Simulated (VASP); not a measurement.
# CuI (Marshite) (F-43m) in VASP: notebook

CuI (Marshite) is run at these levels: LDA; tasks: vibrations by perturbation theory.

All numbers are computed with VASP 6.6.1; they aren't measurements. Logs are shortened: lines on timing, memory, paths and dates and some standing lists are left out, and cuts for length are marked.

**1. The cell of the first run**

The structure is cubic, space group F-43m (No. 216). Conventional cell: a = 5.862 Å, b = 5.862 Å, c = 5.862 Å, α = 90.00°, β = 90.00°, γ = 90.00°. Cu (site symmetry -43m) has 4 I at 2.54 Å within 3.3 Å. I (site symmetry -43m) has 4 Cu at 2.54 Å within 3.3 Å.

**2. Vibrations by perturbation theory, LDA**

Contents of INCAR:

```
ALGO = Normal
EDIFF = 1E-8
ENCUT = 520
GGA = CA
IBRION = 8
ISIF = 2
ISMEAR = 0
LASPH = True
LCHARG = False
LREAL = False
LWAVE = False
NELM = 100
NSW = 1
PREC = Accurate
SIGMA = 0.01
```

Contents of KPOINTS:

```
k-points
0
Gamma
  6 6 6
```

Contents of POSCAR:

```
CuI
1.0
    2.9309887319      2.9309887319      0.0000000000
   -2.9309887319      2.9309887319      0.0000000000
    0.0000000000      2.9309887319      2.9309887319
Cu I
1 1
Direct
    0.7500000000      0.2500000000      0.5000000000
    0.0000000000      0.0000000000      0.0000000000
```

Potentials or basis: VASP PAW LDA potentials, release 64 (Cu, I).

On the command line:

```bash
cat potpaw_LDA.64/Cu/POTCAR potpaw_LDA.64/I/POTCAR > POTCAR
mpirun -np 1 vasp_std > vasp.out
```

OUTCAR:

```text
EDIFF = 1E-8
   ENCUT = 520
   GGA = CA
   IBRION = 8
   ISIF = 2
   ISMEAR = 0
   LASPH = True
   LREAL = False
   NELM = 100
   NSW = 1
   PREC = Accurate

 ion  position               nearest neighbor table
   1  0.750  0.250  0.500-   2 2.54   2 2.54   2 2.54   2 2.54
   2  0.000  0.000  0.000-   1 2.54   1 2.54   1 2.54   1 2.54

  LATTYP: Found a face centered cubic cell.
 ALAT       =     5.8619774638

  Lattice vectors:

 A1 = (   0.0000000000,   2.9309887319,   2.9309887319)
 A2 = (   2.9309887319,   0.0000000000,   2.9309887319)
 A3 = (   2.9309887319,   2.9309887319,   0.0000000000)

Analysis of symmetry for initial positions (statically):
=====================================================================
 Subroutine PRICEL returns:
 Original cell was already a primitive cell.

 Routine SETGRP: Setting up the symmetry group for a
 face centered cubic supercell.

 Subroutine GETGRP returns: Found 24 space group operations
 (whereof 24 operations were pure point group operations)
 out of a pool of 48 trial point group operations.

The static configuration has the point symmetry T_d .

Analysis of symmetry for dynamics (positions and initial velocities):
=====================================================================
 Subroutine PRICEL returns:
 Original cell was already a primitive cell.

 Routine SETGRP: Setting up the symmetry group for a
 face centered cubic supercell.

 Subroutine GETGRP returns: Found 24 space group operations
 (whereof 24 operations were pure point group operations)
 out of a pool of 48 trial point group operations.

The dynamic configuration has the point symmetry T_d .

 Subroutine INISYM returns: Found 24 space group operations
 (whereof 24 operations are pure point group operations),
 and found     1 'primitive' translations

----------------------------------------------------------------------------------------

                                     Primitive cell

  volume of cell :      50.3585

  direct lattice vectors                    reciprocal lattice vectors
     2.930988732  2.930988732  0.000000000     0.170590898  0.170590898 -0.170590898
    -2.930988732  2.930988732  0.000000000    -0.170590898  0.170590898 -0.170590898
     0.000000000  2.930988732  2.930988732     0.000000000  0.000000000  0.341181796

  length of vectors
     4.145044016  4.145044016  4.145044016     0.295472103  0.295472103  0.341181796

  position of ions in fractional coordinates (direct lattice)
     0.750000000  0.250000000  0.500000000
     0.000000000  0.000000000  0.000000000

  ion indices of the primitive-cell ions
   primitive index   ion index
                 1           1
                 2           2

----------------------------------------------------------------------------------------

 KPOINTS: k-points

Automatic generation of k-mesh.
 Grid dimensions read from file:
 generate k-points for:    6    6    6

 Generating k-lattice:

  Cartesian coordinates                     Fractional coordinates (reciprocal lattice)
     0.028431816  0.028431816 -0.028431816     0.166666667  0.000000000  0.000000000
    -0.028431816  0.028431816 -0.028431816     0.000000000  0.166666667  0.000000000
     0.000000000  0.000000000  0.056863633     0.000000000  0.000000000  0.166666667

  Length of vectors
     0.049245350  0.049245350  0.056863633

  Shift w.r.t. Gamma in fractional coordinates (k-lattice)
     0.000000000  0.000000000  0.000000000
[... 71 lines left out ...]
   LEPSILON=     F    determine dielectric tensor
   LRPA    =     F    only Hartree local field effects (RPA)
 non-spin polarized calculation
 Gauss-broadening in eV      SIGMA  =   0.01
  energy-cutoff  :      520.00
  volume of cell :       50.36
 maximum number of plane-waves:      1380
   NGX = 15   NGY = 15   NGZ = 15

--------------------------------------- Ionic step        1  -------------------------------------------

 number of electron      17.9999989 magnetization

 Free energy of the ion-electron system (eV)
  ---------------------------------------------------
  ext. energy  EPLUGINS =         0.00000000
  ---------------------------------------------------
  free energy    TOTEN  =        -6.99285151 eV

  energy without entropy =       -6.99285151  energy(sigma->0) =       -6.99285151

 E-fermi :   5.3878     XC(G=0):  -9.7645

 val. band max:        5.3442106401   @ k =   0.0000   0.0000   0.0000
 cond. band min:       6.6282954296   @ k =   0.0000   0.0000   0.0000
 fundamental gap:      1.2840847895
 Fermi energy:         5.3877846365

 k-point     1 :       0.0000    0.0000    0.0000
  band No.  band energies     occupation
      1      -9.2183      2.00000
      2       1.2112      2.00000
      3       1.2112      2.00000
      4       1.2112      2.00000
      5       2.9634      2.00000
      6       2.9634      2.00000
      7       5.3442      2.00000
      8       5.3442      2.00000
      9       5.3442      2.00000
     10       6.6283      0.00000
     11      10.0930      0.00000
     12      10.0930      0.00000
     13      10.0930      0.00000
[... 228 lines left out ...]
      2      -0.5086      2.00000
      3       0.5740      2.00000
      4       1.1209      2.00000
      5       2.8897      2.00000
      6       2.9121      2.00000
      7       3.0604      2.00000
      8       3.3004      2.00000
      9       3.6426      2.00000
     10       9.0395      0.00000
     11       9.3528      0.00000
     12      12.5906      0.00000
     13      12.6364      0.00000

------------------------ aborting loop because EDIFF is reached ----------------------------------------

  FORCE on cell =-STRESS in cart. coord.  units (eV):
  Direction    XX          YY          ZZ          XY          YZ          ZX
  --------------------------------------------------------------------------------------
  -------------------------------------------------------------------------------------
  Total        0.0439427      0.0439427      0.0439427     -0.0000000      0.0000000     -0.0000000
  in kB        1.3980568      1.3980568      1.3980568     -0.0000000      0.0000000     -0.0000000
  external PRESSURE =       1.3980568 kB  Pullay stress =       0.0000000 kB

 VOLUME and BASIS-vectors are now :
 -----------------------------------------------------------------------------
  energy-cutoff  :      520.00
  volume of cell :       50.36
      direct lattice vectors                 reciprocal lattice vectors
     2.930988732  2.930988732  0.000000000     0.170590898  0.170590898 -0.170590898
    -2.930988732  2.930988732  0.000000000    -0.170590898  0.170590898 -0.170590898
     0.000000000  2.930988732  2.930988732     0.000000000  0.000000000  0.341181796

 POSITION                                       TOTAL-FORCE (eV/Angst)
 -----------------------------------------------------------------------------------
      1.46549      4.39648      1.46549         0.000000     -0.000000      0.000000
      0.00000      0.00000      0.00000        -0.000000      0.000000      0.000000
 -----------------------------------------------------------------------------------
    total drift:                                0.000000     -0.000000     -0.000000

  FREE ENERGIE OF THE ION-ELECTRON SYSTEM (eV)
  ---------------------------------------------------
  free  energy   TOTEN  =        -6.9928515124 eV

  energy  without entropy=       -6.9928515124  energy(sigma->0) =       -6.99285151

[... ionic steps 2 to 3 ...]

--------------------------------------- Ionic step        4  -------------------------------------------

------------------------ aborting loop because EDIFF is reached ----------------------------------------

[... ionic steps 5 to 6 ...]

--------------------------------------- Ionic step        7  -------------------------------------------

 Free energy of the ion-electron system (eV)
  ---------------------------------------------------
  ---------------------------------------------------
  free energy    TOTEN  =        -0.07799677 eV

  energy without entropy =       -0.07799677

------------------------ aborting loop because EDIFF is reached ----------------------------------------

 INTERNAL STRAIN TENSOR  FOR ION    2  DIRECTION 1   (eV/Angst):
 -----------------------------------------------------------------------------
     0.02482  0.00000  0.00000
     0.00000 -0.04438 -4.93286
     0.00000 -4.93286 -0.04438

 INTERNAL STRAIN TENSOR FOR ION    2 for displacements in x,y,z  (eV/Angst):
          X           Y           Z          XY          YZ          ZX
  --------------------------------------------------------------------------------
  x     0.00000    -0.00000    -0.00000     0.00000    -4.93286     0.00000
  y     0.00000     0.00000     0.00000     0.00000     0.00000    -4.93286
  z    -0.00000    -0.00000     0.00000    -4.93286     0.00000     0.00000

 SECOND DERIVATIVES (NOT SYMMETRIZED)
 ------------------------------------
               1X          1Y          1Z          2X          2Y          2Z
  1X    -3.749519    0.000000    0.000000    3.749519    0.000000    0.000000
  1Y     0.000000   -3.749519    0.000000    0.000000    3.749519    0.000000
  1Z     0.000000    0.000000   -3.749519    0.000000    0.000000    3.749519
  2X     3.789993   -0.000000    0.000000   -3.789993    0.000000   -0.000000
  2Y     0.000000    3.789993   -0.000000   -0.000000   -3.789993    0.000000
  2Z     0.000000   -0.000000    3.789993   -0.000000    0.000000   -3.789993

 Eigenvectors and eigenvalues of the dynamical matrix
 ----------------------------------------------------

   1 f  =    4.660466 THz    29.282569 2PiTHz  155.456399 cm-1    19.274128 meV
             X         Y         Z           dx          dy          dz
      1.465494  4.396483  1.465494    -0.814828    0.000000    0.000000
      0.000000  0.000000  0.000000     0.579703   -0.000000    0.000000
[... 21 lines left out ...]
   6 f/i=    0.011818 THz     0.074254 2PiTHz    0.394201 cm-1     0.048875 meV
             X         Y         Z           dx          dy          dz
      1.465494  4.396483  1.465494    -0.000000    0.147818    0.560541
      0.000000  0.000000  0.000000    -0.000000    0.207772    0.787893

--------------------------------------------------------------------------------------------------------

 ELASTIC MODULI CONTR FROM IONIC RELAXATION (kBar)
 Direction    XX          YY          ZZ          XY          YZ          ZX
 --------------------------------------------------------------------------------
 XX          -0.0000     -0.0000     -0.0000     -0.0000      0.0000      0.0000
 YY          -0.0000     -0.0000     -0.0000     -0.0000     -0.0000     -0.0000
 ZZ          -0.0000     -0.0000     -0.0000      0.0000     -0.0000      0.0000
 XY          -0.0000     -0.0000      0.0000   -216.3698     -0.0000     -0.0000
 YZ           0.0000     -0.0000     -0.0000     -0.0000   -216.3698      0.0000
 ZX           0.0000     -0.0000      0.0000     -0.0000      0.0000   -216.3698
 --------------------------------------------------------------------------------
```

It took 3.1 min on 1 thread of Intel Xeon 6975P-C, shared host; peak memory 0.24 GiB.

Results:

```yaml
Highest_phonon_frequency_at_Γ_LO-TO_splitting_left_out: 155 cm⁻¹
```

Phonon frequencies in cm⁻¹ (negative: imaginary):
| q point | frequencies |
| --- | --- |
| (0.000, 0.000, 0.000) | 0 0 0 155 155 155 |

Caveat: spin-orbit coupling is left out, which moves the levels of the heavy elements.

**3. Vibrations by perturbation theory, LDA**

This run uses another cell than the first one, of 26.18 Å³/atom, 1.040 times its volume.

Contents of INCAR:

```
SYSTEM = CuI
ALGO = Normal ; EDIFF = 1E-8
ENCUT = 520 ; IBRION = 8
ISIF = 2 ; ISMEAR = 0
LASPH = .TRUE. ; LCHARG = .TRUE.
LREAL = .FALSE. ; LWAVE = .FALSE.
NBANDS = 16 ; NELM = 60
NSW = 1 ; PREC = Accurate
SIGMA = 0.01
```

Contents of KPOINTS:

```
k-points
0
G
  6 6 6
  0 0 0
```

Contents of POSCAR:

```
CuI
1.0
    2.9694282448      2.9694282448      0.0000000000
   -2.9694282448      2.9694282448      0.0000000000
    0.0000000000      2.9694282448      2.9694282448
Cu I
1 1
Direct
    0.7500000000      0.2500000000      0.5000000000
    0.0000000000      0.0000000000      0.0000000000
```

Potentials or basis: VASP PAW LDA potentials, release 64 (Cu, I).

On the command line:

```bash
cat potpaw_LDA.64/Cu/POTCAR potpaw_LDA.64/I/POTCAR > POTCAR
mpirun -np 1 vasp_std > vasp.out
```

OUTCAR:

```text
SYSTEM = CuI
   EDIFF = 1E-8
   ENCUT = 520
   IBRION = 8
   ISIF = 2
   ISMEAR = 0
   LASPH = .TRUE.
   LREAL = .FALSE.
   NELM = 60
   NSW = 1
   PREC = Accurate

 ion  position               nearest neighbor table
   1  0.750  0.250  0.500-   2 2.57   2 2.57   2 2.57   2 2.57
   2  0.000  0.000  0.000-   1 2.57   1 2.57   1 2.57   1 2.57

  LATTYP: Found a face centered cubic cell.
 ALAT       =     5.9388564896

  Lattice vectors:

 A1 = (   0.0000000000,   2.9694282448,   2.9694282448)
 A2 = (   2.9694282448,   0.0000000000,   2.9694282448)
 A3 = (   2.9694282448,   2.9694282448,   0.0000000000)

Analysis of symmetry for initial positions (statically):
=====================================================================
 Subroutine PRICEL returns:
 Original cell was already a primitive cell.

[... 522 lines left out ...]
------------------------ aborting loop because EDIFF is reached ----------------------------------------

 INTERNAL STRAIN TENSOR  FOR ION    2  DIRECTION 1   (eV/Angst):
 -----------------------------------------------------------------------------
     0.03826  0.00000  0.00000
     0.00000 -0.05024 -3.61015
     0.00000 -3.61015 -0.05024

 INTERNAL STRAIN TENSOR FOR ION    2 for displacements in x,y,z  (eV/Angst):
          X           Y           Z          XY          YZ          ZX
  --------------------------------------------------------------------------------
  x     0.00000    -0.00000    -0.00000     0.00000    -3.61015     0.00000
  y    -0.00000    -0.00000    -0.00000     0.00000     0.00000    -3.61015
  z    -0.00000    -0.00000     0.00000    -3.61015     0.00000     0.00000

 SECOND DERIVATIVES (NOT SYMMETRIZED)
 ------------------------------------
               1X          1Y          1Z          2X          2Y          2Z
  1X    -3.042610    0.000000   -0.000000    3.042610   -0.000000    0.000000
  1Y    -0.000000   -3.042610    0.000000    0.000000    3.042610   -0.000000
  1Z    -0.000000    0.000000   -3.042610    0.000000   -0.000000    3.042610
  2X     3.061866    0.000000   -0.000000   -3.061866   -0.000000    0.000000
  2Y    -0.000000    3.061866    0.000000    0.000000   -3.061866   -0.000000
  2Z    -0.000000    0.000000    3.061866    0.000000   -0.000000   -3.061866

 Eigenvectors and eigenvalues of the dynamical matrix
 ----------------------------------------------------

   1 f  =    4.195089 THz    26.358519 2PiTHz  139.933091 cm-1    17.349484 meV
             X         Y         Z           dx          dy          dz
      1.484714  4.454142  1.484714     0.815434   -0.000000   -0.000000
      0.000000  0.000000  0.000000    -0.578850    0.000000    0.000000
[... 21 lines left out ...]
   6 f/i=    0.006246 THz     0.039247 2PiTHz    0.208358 cm-1     0.025833 meV
             X         Y         Z           dx          dy          dz
      1.484714  4.454142  1.484714     0.400051   -0.418362   -0.000000
      0.000000  0.000000  0.000000     0.563557   -0.589352    0.000000

--------------------------------------------------------------------------------------------------------

 ELASTIC MODULI CONTR FROM IONIC RELAXATION (kBar)
 Direction    XX          YY          ZZ          XY          YZ          ZX
 --------------------------------------------------------------------------------
 XX          -0.0000     -0.0000      0.0000     -0.0000      0.0000     -0.0000
 YY          -0.0000     -0.0000     -0.0000     -0.0000     -0.0000     -0.0000
 ZZ           0.0000     -0.0000     -0.0000      0.0000     -0.0000     -0.0000
 XY          -0.0000     -0.0000      0.0000   -140.0219      0.0000      0.0000
 YZ           0.0000     -0.0000     -0.0000      0.0000   -140.0219      0.0000
 ZX          -0.0000     -0.0000     -0.0000      0.0000      0.0000   -140.0219
 --------------------------------------------------------------------------------
```

OSZICAR:

```text
N       E                     dE             d eps       ncg     rms          rms(c)
DAV:   1     0.941869728696E+02    0.94187E+02   -0.74932E+03   512   0.121E+03
DAV:   2    -0.155318788866E+01   -0.95740E+02   -0.87391E+02   552   0.230E+02
DAV:   3    -0.711642552248E+01   -0.55632E+01   -0.54875E+01   672   0.588E+01
DAV:   4    -0.727646220417E+01   -0.16004E+00   -0.15997E+00   616   0.960E+00
[... 43 lines left out ...]
RMM:  10    -0.785065488409E-01   -0.24712E-06   -0.62046E-08  2674   0.324E-04    0.213E-04
RMM:  11    -0.785062728837E-01    0.27596E-06   -0.25160E-08  2775   0.133E-04    0.843E-05
RMM:  12    -0.785061950786E-01    0.77805E-07   -0.20956E-09  2614   0.434E-05    0.337E-05
RMM:  13    -0.785061782637E-01    0.16815E-07    0.33697E-09  2727   0.196E-05    0.486E-06
RMM:  14    -0.785061616623E-01    0.16601E-07    0.13023E-09  2679   0.742E-06    0.113E-06
RMM:  15    -0.785061596751E-01    0.19872E-08    0.47026E-10  2637   0.309E-06    0.129E-06
 Linear response finished
```

stdout:

```text
POSCAR found type information on POSCAR CuI
 POSCAR found :  2 types and       2 ions
 scaLAPACK will be used
 LDA part: xc-table for (Slater(with rela. corr.)+CA(PZ))
 , standard interpolation
 POSCAR, INCAR and KPOINTS ok, starting setup
 FFT: planning ... GRIDC
 FFT: planning ... GRID_SOFT
 FFT: planning ... GRID
 WAVECAR not read
 entering main loop
 Linear response reoptimize wavefunctions to high precision
 Linear response DOF=           2
 Linear response progress:
 first order change of Fermi-energy   0.57796E-04
 force on displaced ion       1 direction 1 :  -3.043  -0.000  -0.000
 Linear response progress:
 first order change of Fermi-energy  -0.61140E-03
 force on displaced ion       2 direction 1 :  -3.062   0.000  -0.000
 Linear response finished
```

Run time: 3 min. Hardware: 1 thread of Intel Xeon 6975P-C, shared host; peak memory 0.25 GiB.

What came out:

* Highest phonon frequency at Γ, LO-TO splitting left out: 140 cm⁻¹

Phonon frequencies in cm⁻¹ (negative: imaginary):
```
              q point        frequencies
(0.000, 0.000, 0.000)  0 0 0 140 140 140
```

Caveat: the cell wasn't relaxed at this level first, which shifts response properties; spin-orbit coupling is left out, which moves the levels of the heavy elements.

[end of part 1 of 3]
